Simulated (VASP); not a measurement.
Crystal: In2GaAs3.

```
In Ga As
1.0
    -2.14018    2.14018    9.06006
     2.14018   -2.14018    9.06006
     2.14018    2.14018   -9.06006
In Ga As
2 1 3
Direct
  0.33676 0.33676 0.00000
  0.66324 0.66324 0.00000
  0.00000 0.00000 0.00000
  0.25000 0.75000 0.50000
  0.57547 0.07548 0.50000
  0.92453 0.42452 0.50000
```

```yaml
Program: VASP 6.6.1
Task: relaxation of cell and atoms
Functional: PBEsol
Potentials_or_basis: VASP PAW PBE potentials, release 64 (In_d, Ga_d, As)
Cutoff: 600 eV
k_mesh: 4 × 4 × 4
Occupations: gaussian, width 0.1 eV
Spin: no spin polarisation
```

At the start: pressure -2.4 GPa; volume 27.67 Å³/atom.

**Question.** How do energy, volume and symmetry change on relaxing?

**Answer.** Over 7 steps the energy falls by 10.3 meV/atom and the volume is 26.42 Å³/atom (-4.5 %); space group I-4m2 (No. 119, to 0.1 Å) before and after.

Step by step:
```tsv
step	energy change (eV)	largest force (eV/Å)	pressure (GPa)	volume (Å³)
1	0.0000	0.0428	-2.42	165.99
2	-0.0526	0.0869	0.96	156.17
3	-0.0593	0.0694	0.02	158.54
4	-0.0604	0.0452	0.01	158.54
5	-0.0615	0.0243	0.00	158.53
6	-0.0615	0.0251	0.00	158.53
7	-0.0616	0.0009	-0.01	158.54
```

Final structure:
```
In Ga As
1.0
    -2.11721    2.11721    8.84200
     2.11721   -2.11721    8.84200
     2.11721    2.11721   -8.84200
In Ga As
2 1 3
Direct
  0.33728 0.33728 0.00000
  0.66272 0.66272 0.00000
  0.00000 0.00000 0.00000
  0.25000 0.75000 0.50000
  0.57484 0.07484 0.50000
  0.92516 0.42516 0.50000
```

Caveat: the k points lie up to 0.38 Å⁻¹ apart in the final cell; the PAW data sets were made with another functional, which shifts forces and pressure a little.
